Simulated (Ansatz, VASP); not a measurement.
Rb in VASP and in Ansatz

Contents of POSCAR:

```
Rb
1.0
    2.5825198951     -4.5223716739      0.0000000000
    2.5825198951      4.5223716739      0.0000000000
    0.0000000000      0.0000000000      8.5955961374
Rb
2
Direct
    0.8397110000      0.1602890000      0.7500000000
    0.1602890000      0.8397110000      0.2500000000
```

Contents of INCAR.step1:

```
ALGO = Normal
EDIFF = 1E-4
ENCUT = 520
GGA = PE
ISMEAR = 1
LASPH = True
LCHARG = False
LREAL = False
LWAVE = True
NBANDS = 16
NELM = 100
PREC = Accurate
SIGMA = 0.1
```

The input INCAR.step2:

```
ALGO = Normal
EDIFF = 1E-6
ENCUT = 520
ISIF = 2
ISMEAR = 1
ISTART = 1
LASPH = True
LCHARG = True
LELF = True
LMIXTAU = True
LREAL = False
LVHAR = True
LWAVE = False
METAGGA = R2SCAN
NBANDS = 16
NELM = 100
PREC = Accurate
SIGMA = 0.1
```

KPOINTS

```
k-points
0
Gamma
  7 7 4
```

Input for Ansatz:

```yaml
crystal:
  lattice:
    - [2.5825198951267327, -4.522371673890146, 0.0]
    - [2.5825198951267327, 4.522371673890146, 0.0]
    - [0.0, 0.0, 8.595596137379884]
  atoms:
    - { symbol: Rb, position: [0.839711, 0.160289, 0.75] }
    - { symbol: Rb, position: [0.160289, 0.839711, 0.25] }
basis:
  ecutwfc: 600.0
kpoints:
  mp_grid:
    grid: [7, 7, 4]
hamiltonian:
  xc: r2scan
  pseudopotentials:
    kind: paw
scf:
  occupations:
    method: cold
output:
  stress: true
```

Alike in both runs: task single point; functional r2SCAN; k mesh 7 × 7 × 4; no spin polarisation.

|  | VASP | Ansatz |
| --- | --- | --- |
| version | VASP 6.6.1 | Ansatz 0.2.0 |
| potentials or method | VASP PAW PBE potentials, release 64 (Rb_sv), cutoff 520 eV | plane waves, PAW |
| occupations | methfessel-paxton of order 1, width 0.1 eV | cold |
| valence electrons in the cell | 18 | 18 |

|  | VASP | Ansatz | Ansatz less VASP |
| --- | --- | --- | --- |
| pressure (GPa) | -0.1 | -0.1 | 0.00 |

VASP's potentials were made for PBE, not for r2SCAN.
